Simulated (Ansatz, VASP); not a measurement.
Ba in VASP and in Ansatz

```
Ba
1.0
    14.00000    0.00000    0.00000
     0.00000   14.40000    0.00000
     0.00000    0.00000   14.80000
Ba
1
Direct
  0.50000 0.50000 0.50000
```

Alike in both runs: task single point; functional BLYP; k mesh 1 × 1 × 1; occupations fermi-dirac, width 0.01 eV; collinear spin.

```csv
,VASP,Ansatz
version,VASP 6.6.1,Ansatz 0.2.0
potentials or method,"VASP PAW PBE potentials, release 64 (Ba_sv), cutoff 520 eV","plane waves (420 eV) with PAW, scalar-relativistic"
valence electrons in the cell,10,10
```

Ansatz gave:

- gap on the k mesh at the Fermi level (eV): 1.23
- net moment per atom (μB): 0.00

Question: Which values does VASP return?

Answer: gap on the k mesh at the Fermi level (eV): 1.21; net moment per atom (μB): 0.00.

VASP's potentials were made for PBE, not for BLYP. Ansatz's warnings: seeded moment not kept.

Neither program's run includes spin-orbit coupling.
